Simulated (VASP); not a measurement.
Wanted: the native input for a VASP 6.6.1 run.

| Property | Result |
| --- | --- |
| Task | single point |
| Functional | r2SCAN |
| Potentials or basis | VASP PAW PBE potentials, release 64 (Sn_d, O) |
| Cutoff | 520 eV |
| k mesh | 4 × 4 × 6 |
| Occupations | gaussian, width 0.01 eV |
| Spin | no spin polarisation |
| Dipole correction | no |
| Further INCAR settings | ALGO = Normal; EDIFF = 1e-06; NBANDS = 35 |

Crystal: SnO2.

```xyz
6
Lattice="4.6634 0.0000 0.0000 0.0000 4.6634 0.0000 0.0000 0.0000 3.1348" Properties=species:S:1:pos:R:3 pbc="T T T"
Sn    0.0000    0.0000    0.0000
Sn    2.3317    2.3317    1.5674
O     1.4264    1.4264    0.0000
O     0.9053    3.7581    1.5674
O     3.7581    0.9053    1.5674
O     3.2370    3.2370    0.0000
```

This cell differs from its parent crystal: volume changed by -6%.

The input as run:

POSCAR

```
SnO2
1.0
    4.6633918332      0.0000000000      0.0000000000
    0.0000000000      4.6633918332      0.0000000000
    0.0000000000      0.0000000000      3.1347542351
Sn O
2 4
Direct
    0.0000000000      0.0000000000      0.0000000000
    0.5000000000      0.5000000000      0.5000000000
    0.3058781130      0.3058781130      0.0000000000
    0.1941218870      0.8058781130      0.5000000000
    0.8058781130      0.1941218870      0.5000000000
    0.6941218870      0.6941218870      0.0000000000
```

INCAR.step1

```
  ALGO = Normal
  EDIFF = 1E-4
  ENCUT = 520
  GGA = PE
  ISMEAR = 0
  LASPH = True
  LCHARG = False
  LREAL = False
  LWAVE = True
  NBANDS = 35
  NELM = 80
  PREC = Accurate
  SIGMA = 0.01
```

INCAR.step2

```
  ALGO = Normal
  EDIFF = 1E-6
  ENCUT = 520
  ISIF = 2
  ISMEAR = 0
  ISTART = 1
  LASPH = True
  LCHARG = False
  LMIXTAU = True
  LREAL = False
  LWAVE = False
  METAGGA = R2SCAN
  NBANDS = 35
  NELM = 80
  PREC = Accurate
  SIGMA = 0.01
```

KPOINTS

```
k-points
0
Gamma
  4 4 6
```

Potentials or basis: VASP PAW PBE potentials, release 64 (Sn_d, O).

Run with:

```console
$ cat potpaw_PBE.64/Sn_d/POTCAR potpaw_PBE.64/O/POTCAR > POTCAR
$ cp INCAR.step1 INCAR
$ mpirun -np 1 vasp_std > vasp.out
$ cp INCAR.step2 INCAR
$ mpirun -np 1 vasp_std > vasp.out
```

Results of the run:

```json
{"Pressure": "16.9 GPa", "Largest force": "0.268 eV/Å", "Band gap on the k mesh": "2.57 eV, direct"}
```

Caveat: the PAW data sets were made with another functional, which shifts forces and pressure a little; spin-orbit coupling is left out, which moves the levels of the heavy elements.

Wall time 3.3 min on 1 thread of AMD EPYC 7R13 Processor (Zen 3), with other jobs on the host, peak memory 0.17 GiB.
